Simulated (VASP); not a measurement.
Input of a VASP 6.6.1 run:

File INCAR:

```
PREC = Accurate
ENCUT = 520
EDIFF = 1E-6
ISMEAR = 0
SIGMA = 0.15
LREAL = F
LASPH = T
NELM = 80
ALGO = Normal
ISIF = 2
LWAVE = F
LCHARG = T
GGA = PS
LELF = T
LVHAR = T
NBANDS = 12
```

KPOINTS

```
Automatic mesh
0
Gamma
  20 20 20
```

File POSCAR:

```
Ag
1.0
   -1.6556540000      1.6556540000      1.5894278400
    1.6556540000     -1.6556540000      1.5894278400
    1.6556540000      1.6556540000     -1.5894278400
Ag
1
Direct
    0.0000000000      0.0000000000      0.0000000000
```

Potentials or basis: VASP PAW PBE potentials, release 64 (Ag).

Launch:

```console
$ cat potpaw_PBE.64/Ag/POTCAR > POTCAR
$ mpirun -np 1 vasp_std > vasp.out
```

Predict the pressure.

-4.1 GPa.

Predict the band gap on the k mesh.

zero (an odd number of electrons rules out a gap without spin polarisation).

Stress tensor (GPa, compression positive):
```
-3.79  0.00  0.00
 0.00 -3.79  0.00
 0.00  0.00 -4.70
```

Caveat: the cell differs from its parent crystal (strain +0.000 along x and y, -0.040 along z); the cell stands under tension; the PAW data sets were made with another functional, which shifts forces and pressure a little.
